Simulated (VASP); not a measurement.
Set up this calculation in VASP 6.6.1, as the native input.

- Task: single point
- Functional: PBE
- Potentials or basis: VASP PAW PBE potentials, release 64 (C)
- Cutoff: 600 eV
- k mesh: 12 × 12 × 12
- Occupations: gaussian, width 0.1 eV
- Spin: no spin polarisation
- Dipole correction: no
- Further INCAR settings: ALGO = Normal; EDIFF = 1e-06; NBANDS = 8

The structure of C lies in POSCAR:

```
C
1.0
   -0.8724921000      1.0287185800      1.6782139400
    0.8724921000     -1.0287185800      1.6782139400
    0.8724921000      1.0287185800     -1.6782139400
C
1
Direct
    0.5000000000      0.0000000000      0.5000000000
```

The cell was generated, and may not be a known phase.

One way to write it, as run:

INCAR

```
ALGO = Normal
EDIFF = 1E-6
ENCUT = 600
GGA = PE
GGA_COMPAT = F
ISIF = 2
ISMEAR = 0
LASPH = T
LCHARG = F
LREAL = F
LWAVE = F
NBANDS = 8
NELM = 120
PREC = Accurate
SIGMA = 0.1
```

KPOINTS

```
k-points
0
Gamma
  12 12 12
```

Potentials or basis: VASP PAW PBE potentials, release 64 (C).

Command:

```sh
$ cat potpaw_PBE.64/C/POTCAR > POTCAR
$ mpirun -np 1 vasp_std > vasp.out
```

Results of the run:

* Pressure: 19.3 GPa
* Band gap on the k mesh: zero (bands 2 and 3 overlap by 14.51 eV)

Caveat: the stress differs along the axes, from -50 to 104 GPa.

Run time: 22 s on 1 thread of Intel Xeon 8259CL (shared host), peak memory 0.12 GiB.
